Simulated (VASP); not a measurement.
Set up this calculation in VASP 6.6.1, as the native input.

```yaml
Task: single point
Functional: LDA
Potentials_or_basis: VASP PAW LDA potentials, release 64 (Si)
Cutoff: 520 eV
k_mesh: 12 × 12 × 12
Occupations: methfessel-paxton, width 0.1 eV
Spin: no spin polarisation
Dipole_correction: no
Further_INCAR_settings: ALGO = Normal; EDIFF = 1e-06; NBANDS = 8
```

The structure of Si lies in POSCAR:

```
Si
1.0
    0.0000000000      1.6700000000      1.6700000000
    1.6700000000      0.0000000000      1.6700000000
    1.6700000000      1.6700000000      0.0000000000
Si
1
Direct
    0.0000000000      0.0000000000      0.0000000000
```

One way to write it, as run:

INCAR

```
ALGO     = Normal         # electronic algorithm
EDIFF    = 1E-6           # SCF threshold, eV
ENCUT    = 520            # plane-wave cutoff, eV
ISIF     = 2              # what is computed and relaxed
ISMEAR   = 1              # smearing method
LASPH    = T              # aspherical terms in the spheres
LCHARG   = F              # write CHGCAR
LREAL    = F              # projectors in reciprocal space
LWAVE    = F              # write WAVECAR
NBANDS   = 8              # bands
NELM     = 80             # most SCF steps
PREC     = Accurate       # precision mode
SIGMA    = 0.1            # smearing width, eV
```

KPOINTS

```
k-points
0
Gamma
  12 12 12
```

Potentials or basis: VASP PAW LDA potentials, release 64 (Si).

Command:

```bash
$ cat potpaw_LDA.64/Si/POTCAR > POTCAR
$ mpirun -np 1 vasp_std > vasp.out
```

Results of the run:

The pressure is 86.4 GPa and the band gap on the k mesh is zero (band 2 reaches 30.85 eV, above the bottom of band 3 at 13.70 eV).

Run time: 6.5 s on 1 thread of AMD EPYC 7R43 64-Core Processor (Zen 3), on a shared host, peak memory 0.07 GiB.
